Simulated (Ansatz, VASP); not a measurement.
**One calculation of C, two programs**

```
C
1.0
     0.00000    2.16657    2.16657
     2.16657    0.00000    2.16657
     2.16657    2.16657    0.00000
C
3
Direct
  0.50000 0.50000 0.50000
  0.75000 0.75000 0.75000
  0.25000 0.25000 0.25000
```

Alike in both runs: functional PBE; k mesh 8 × 8 × 8; occupations gaussian, width 0.1 eV; no spin polarisation.

Ansatz relaxed the structure, and its values are those at the end. VASP's run is a single point on that final structure, the one shown.

```csv
,VASP,Ansatz
version,VASP 6.6.1,Ansatz 0.2.0
potentials or method,"VASP PAW PBE potentials, release 64 (C), cutoff 520 eV","scalar-relativistic, plane waves, PAW"
valence electrons in the cell,12,12
```

Ansatz gave:

- gap on the k mesh at the Fermi level (eV): none
- pressure (GPa): 0.0

What did VASP give for the same quantities?

gap on the k mesh at the Fermi level (eV): none; pressure (GPa): 0.1.

A gap of «none» marks a metal or a gap that the smearing closes.
